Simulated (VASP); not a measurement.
Set up this calculation in VASP 6.6.1, as the native input.

- Task: single point
- Functional: PBEsol
- Potentials or basis: VASP PAW PBE potentials, release 64 (Cu, I)
- Cutoff: 520 eV
- k mesh: 6 × 6 × 4
- Occupations: gaussian, width 0.01 eV
- Spin: no spin polarisation
- Dipole correction: no
- Further INCAR settings: ALGO = Normal; EDIFF = 1e-06; NBANDS = 26

The structure of CuI lies in POSCAR:

```
CuI
1.0
    4.0229000000      0.0000000000      0.0000000000
    0.0000000000      4.0229000000      0.0000000000
    0.0000000000      0.0000000000      5.6506000000
Cu I
2 2
Direct
    0.0000000000      0.0000000000      0.0000000000
    0.5000000000      0.5000000000      0.0000000000
    0.0000000000      0.5000000000      0.2913000000
    0.5000000000      0.0000000000      0.7087000000
```

One way to write it, as run:

INCAR

```
SYSTEM = CuI
PREC = Accurate ; ENCUT = 520
EDIFF = 1E-6 ; ISMEAR = 0
SIGMA = 0.01 ; LREAL = .False.
LASPH = .True. ; NELM = 60
ALGO = Normal ; ISIF = 2
LWAVE = .False. ; LCHARG = .False.
GGA = PS ; NBANDS = 26
```

KPOINTS

```
regular mesh
0
Gamma
  6 6 4
  0 0 0
```

Potentials or basis: VASP PAW PBE potentials, release 64 (Cu, I).

The run is started by

```bash
$ cat potpaw_PBE.64/Cu/POTCAR potpaw_PBE.64/I/POTCAR > POTCAR
$ mpirun -np 1 vasp_std > vasp.out
```

It gave:

| Item | Value |
| --- | --- |
| Pressure | 2.7 GPa |
| Largest force | 0.067 eV/Å |
| Band gap on the k mesh | 1.45 eV |

Caveat: the PAW data sets were made with another functional, which shifts forces and pressure a little; spin-orbit coupling is left out, which moves the levels of the heavy elements.

Run time: 79 s on 1 thread of Intel Xeon 8259CL, with other jobs on the host, peak memory 0.22 GiB.
